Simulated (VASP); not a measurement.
Set up this calculation in VASP 6.6.1, as the native input.

- Task: single point
- Functional: PBE
- Potentials or basis: VASP PAW PBE potentials, release 64 (In_d, P)
- Cutoff: 500 eV
- k mesh: 8 × 8 × 8
- Occupations: gaussian, width 0.05 eV
- Spin: no spin polarisation
- Dipole correction: no
- Further INCAR settings: ALGO = Normal; EDIFF = 1e-06; NBANDS = 16

The structure of InP lies in POSCAR:

```
InP
1.0
    3.9157225900      0.0000000000      0.0000000000
    1.9578612950      3.3911152371      0.0000000000
    1.9578612950      1.1303717457      3.1971741066
In P
1 1
Direct
    0.0000000000      0.0000000000      0.0000000000
    0.5000000000      0.5000000000      0.5000000000
```

These files were run (other wordings do the same):

INCAR

```
PREC = Accurate
ENCUT = 500
EDIFF = 1E-6
ISMEAR = 0
SIGMA = 0.05
LREAL = F
LASPH = T
NELM = 120
ALGO = Normal
ISIF = 2
LWAVE = F
LCHARG = T
GGA = PE
LELF = T
LVHAR = T
NBANDS = 16
GGA_COMPAT = F
```

KPOINTS

```
Automatic mesh
0
Gamma
  8 8 8
```

Potentials or basis: VASP PAW PBE potentials, release 64 (In_d, P).

Command:

```bash
$ cat potpaw_PBE.64/In_d/POTCAR potpaw_PBE.64/P/POTCAR > POTCAR
$ mpirun -np 1 vasp_std > vasp.out
```

It gave:

- Pressure: -0.1 GPa
- Band gap on the k mesh: zero (bands 9 and 10 overlap by 2.63 eV)

Caveat: spin-orbit coupling is left out, which moves the levels of the heavy elements.

It took 13 s on 1 thread of Intel(R) Xeon(R) Platinum 8488C (Sapphire Rapids) (shared host), peak memory 0.17 GiB.
